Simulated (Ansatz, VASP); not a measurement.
## Sb in VASP and in Ansatz

```
Sb
1.0
     3.12240    0.00000    0.00000
     0.00000    4.34752    0.00000
    -0.03891    0.00000    4.40585
Sb
2
Direct
  0.98861 0.75000 0.75883
  0.01139 0.25000 0.24117
```

Alike in both runs: task single point; functional PBE; k mesh 6 × 4 × 4; occupations gaussian, width 0.1 eV; no spin polarisation.

|  | VASP | Ansatz |
| --- | --- | --- |
| version | VASP 6.6.1 | Ansatz 0.2.0 |
| potentials or method | VASP PAW PBE potentials, release 64 (Sb), cutoff 520 eV | scalar-relativistic, plane waves, PAW |
| valence electrons in the cell | 10 | 30 |

Ansatz gave:

| Property | Result |
| --- | --- |
| gap on the k mesh at the Fermi level (eV) | none |
| pressure (GPa) | 0.8 |
| traceless stress, the component that is largest in VASP (GPa) | -4.06 |
| rms of the force components (eV/Å) | 0.036 |

Problem. Estimate VASP's values.

Solution. gap on the k mesh at the Fermi level (eV): none; pressure (GPa): 0.8; traceless stress, the component that is largest in VASP (GPa): -4.06; rms of the force components (eV/Å): 0.041.

Atom by atom the forces differ by 0.005 eV/Å (rms over components). A gap of «none» marks a metal or a gap that the smearing closes. VASP's potentials hold 10 valence electrons a cell and Ansatz's 30, so a difference there can come from the potentials and not from the codes.

The k mesh is coarse, so the values compare programs but aren't converged. Neither program's run includes spin-orbit coupling.
